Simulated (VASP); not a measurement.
CoH: single point with PBEsol

The system is CoH.

```
CELL_PARAMETERS angstrom
0.00000 1.84296 1.84296
1.84296 0.00000 1.84296
1.84296 1.84296 0.00000
ATOMIC_POSITIONS crystal
Co 0.00000 0.00000 0.00000
H 0.50000 0.50000 0.50000
```

| Property | Result |
| --- | --- |
| Program | VASP 6.6.1 |
| Task | single point |
| Functional | PBEsol |
| Potentials or basis | VASP PAW PBE potentials, release 64 (Co, H) |
| Cutoff | 520 eV |
| k mesh | 22 × 22 × 22 |
| Occupations | gaussian, width 0.15 eV |
| Spin | collinear spin, ferromagnetic start |
| Starting moments | [1.28, 0.0] μB |
| Dipole correction | no |
| Further INCAR settings | ALGO = Normal; EDIFF = 1e-06; NBANDS = 16 |

| Quantity | Value |
| --- | --- |
| Pressure | -6.8 GPa |
| Net moment | 1.16 μB per cell |
| Site moments | Co +1.19; H -0.01 μB |
| Valence electrons inside the program's atomic spheres | Co 8.38; H 0.54 |

Levels at points of the mesh, in eV from the Fermi level:
Spin up:
```
           k point  band 4  band 5  band 6  band 7  band 8  band 9
(0.00, 0.00, 0.00)   -2.65   -1.58   -1.58   14.98   20.57   21.09
(0.50, 0.00, 0.00)   -2.82   -0.88   -0.88    3.93   12.59   20.88
(0.50, 0.50, 0.00)   -0.69   -0.69    0.36    3.89   10.96   10.96
```
Spin down:
| k point | band 1 | band 2 | band 3 | band 4 | band 5 | band 6 | band 7 | band 8 | band 9 |
| --- | --- | --- | --- | --- | --- | --- | --- | --- | --- |
| (0.00, 0.00, 0.00) | -12.51 | -1.42 | -1.42 | -1.42 | -0.48 | -0.48 | 14.97 | 20.41 | 21.13 |
| (0.50, 0.00, 0.00) | -6.52 | -4.82 | -1.77 | -1.77 | 0.44 | 0.44 | 4.80 | 12.54 | 21.08 |
| (0.50, 0.50, 0.00) | -7.90 | -3.40 | 0.28 | 0.39 | 0.74 | 0.74 | 4.73 | 11.05 | 11.05 |

Run time: 79 s on 1 thread of AMD EPYC 9R45 96-Core Processor (Zen 5), with other jobs on the host, peak memory 0.18 GiB.

Caveat: the cell stands under tension; the PAW data sets were made with another functional, which shifts forces and pressure a little.
